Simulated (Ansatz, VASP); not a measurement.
# Os: VASP beside Ansatz

```xyz
2
Lattice="2.7341 0.0000 0.0000 -1.3671 2.3678 0.0000 0.0000 0.0000 4.3197" Properties=species:S:1:pos:R:3 pbc="T T T"
Os    1.3671    0.7893    3.2398
Os    0.0000    1.5785    1.0799
```

Alike in both runs: task relaxation of cell and atoms; functional PBE; k mesh 11 × 11 × 6; occupations fermi-dirac, width 0.05 eV; no spin polarisation.

|  | VASP | Ansatz |
| --- | --- | --- |
| version | VASP 6.6.1 | Ansatz 0.2.0 |
| potentials or method | VASP PAW PBE potentials, release 64 (Os) | Ansatz PAW |
| plane-wave cutoff (eV) | 600 | 420 |
| valence electrons in the cell | 16 | 32 |

|  | VASP | Ansatz | Ansatz less VASP |
| --- | --- | --- | --- |
| gap on the k mesh at the Fermi level, each at its own relaxed structure (eV) | none | none | - |
| relaxed volume (Å³/atom) | 14.28 | 14.28 | +0.003 |
| relaxed length of the cell vector where the two differ most in proportion (Å) | 4.348 | 4.349 | +0.0011 |

A gap of «none» marks a metal or a gap that the smearing closes. VASP's potentials hold 16 valence electrons a cell and Ansatz's 32, so a difference there can come from the potentials and not from the codes.

Spin-orbit coupling is off throughout. Noted on Ansatz's run: the plane-wave basis is chosen anew once the cell has moved, so the energies of steps on either side of that aren't comparable.
